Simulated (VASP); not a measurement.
Set up this calculation in VASP 6.6.1, as the native input.

| Quantity | Value |
| --- | --- |
| Task | single point |
| Functional | LDA |
| Potentials or basis | VASP PAW LDA potentials, release 64 (Zn, Se) |
| Cutoff | 520 eV |
| k mesh | 8 × 8 × 6 |
| Occupations | gaussian, width 0.05 eV |
| Spin | no spin polarisation |
| Dipole correction | no |
| Further INCAR settings | ALGO = Normal; EDIFF = 1e-06; NBANDS = 26 |

The structure of ZnSe lies in POSCAR:

```
ZnSe
1.0
    3.9827722569      0.0000000000      0.0000000000
    0.0000000000      3.9827722569      0.0000000000
    0.0000000000      0.0000000000      5.2564395555
Zn Se
2 2
Direct
    0.0000000000      0.0000000000      0.0000000000
    0.5000000000      0.5000000000      0.0000000000
    0.0000000000      0.5000000000      0.2419974579
    0.5000000000      0.0000000000      0.7580025421
```

This cell differs from its parent crystal: atoms shifted along a free coordinate.

One way to write it, as run:

INCAR

```
ALGO = Normal
EDIFF = 1E-6
ENCUT = 520
GGA = CA
ISIF = 2
ISMEAR = 0
LASPH = T
LCHARG = T
LELF = T
LREAL = F
LVHAR = T
LWAVE = F
NBANDS = 26
NELM = 80
PREC = Accurate
SIGMA = 0.05
```

KPOINTS

```
k-points
0
Gamma
  8 8 6
```

Potentials or basis: VASP PAW LDA potentials, release 64 (Zn, Se).

Run with:

```sh
$ cat potpaw_LDA.64/Zn/POTCAR potpaw_LDA.64/Se/POTCAR > POTCAR
$ mpirun -np 1 vasp_std > vasp.out
```

It gave:

The pressure is 10.1 GPa and the largest force is 2.379 eV/Å. The band gap on the k mesh is 0.95 eV.

Caveat: the cell differs from its parent crystal (atoms shifted along a free coordinate); the cell stands under pressure; forces of over 1 eV/Å act on the atoms, so gaps and moduli don't describe the material at rest.

Run time: 110 s on 1 thread of Intel Xeon 8259CL (shared host), peak memory 0.23 GiB.
